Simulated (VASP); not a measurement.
Write the native input for VASP 6.6.1 that does the following.

| Property | Result |
| --- | --- |
| Task | single point |
| Functional | PBEsol |
| Potentials or basis | VASP PAW PBE potentials, release 64 (Yb, C) |
| Cutoff | 520 eV |
| k mesh | 10 × 10 × 6 |
| Occupations | gaussian, width 0.05 eV |
| Spin | collinear spin |
| Starting moments | [0.05, 0.05, 0.0, 0.0] μB |
| Dipole correction | no |
| k mesh for the DOS | 15 × 15 × 9 |
| Occupations for the DOS | tetrahedron |
| Further INCAR settings | ALGO = Normal; EDIFF = 1e-06 |

Crystal: YbC.

```
Yb C
1.0
     3.36833    0.00000    0.00000
    -1.68417    2.91706    0.00000
     0.00000    0.00000    5.96837
Yb C
2 2
Direct
  0.00000 0.00000 0.00000
  0.00000 0.00000 0.50000
  0.33333 0.66667 0.25000
  0.66667 0.33333 0.75000
```

These files were run (other wordings do the same):

POSCAR

```
YbC
1.0
    3.3683320067      0.0000000000      0.0000000000
   -1.6841660033      2.9170610862      0.0000000000
    0.0000000000      0.0000000000      5.9683681786
Yb C
2 2
Direct
    0.0000000000      0.0000000000      0.0000000000
    0.0000000000      0.0000000000      0.5000000000
    0.3333333333      0.6666666667      0.2500000000
    0.6666666667      0.3333333333      0.7500000000
```

INCAR.step1

```
ALGO = Normal ; EDIFF = 1E-6
ENCUT = 520 ; GGA = PS
ISIF = 2 ; ISMEAR = 0
ISPIN = 2 ; LASPH = T
LCHARG = T ; LMAXMIX = 6
LREAL = F ; LWAVE = F
MAGMOM = 0.05 0.05 0 0 ; NBANDS = 40
NELM = 150 ; PREC = Accurate
SIGMA = 0.05
```

KPOINTS.step1

```
k-points
0
Gamma
  10 10 6
```

INCAR.step2

```
ALGO = Normal ; EDIFF = 1E-6
ENCUT = 520 ; GGA = PS
ICHARG = 11 ; ISIF = 2
ISMEAR = -5 ; ISPIN = 2
LASPH = T ; LCHARG = F
LMAXMIX = 6 ; LORBIT = 11
LREAL = F ; LWAVE = F
MAGMOM = 0.05 0.05 0 0 ; NEDOS = 1001
NELM = 150 ; PREC = Accurate
SIGMA = 0.05
```

KPOINTS.step2

```
k-points
0
Gamma
  15 15 9
```

Potentials or basis: VASP PAW PBE potentials, release 64 (Yb, C).

Launch:

```sh
$ cat potpaw_PBE.64/Yb/POTCAR potpaw_PBE.64/C/POTCAR > POTCAR
$ cp INCAR.step1 INCAR
$ cp KPOINTS.step1 KPOINTS
$ mpirun -np 1 vasp_std > vasp.out
$ cp INCAR.step2 INCAR
$ cp KPOINTS.step2 KPOINTS
$ mpirun -np 1 vasp_std > vasp.out
```

Results of the run:

| Property | Result |
| --- | --- |
| Net moment | 0.00 μB per cell |
| Valence electrons inside the program's atomic spheres | Yb 22.33; C 2.26 |

Run time: 52 min on 1 thread of Intel Xeon 8259CL, with other jobs on the host, peak memory 0.52 GiB.
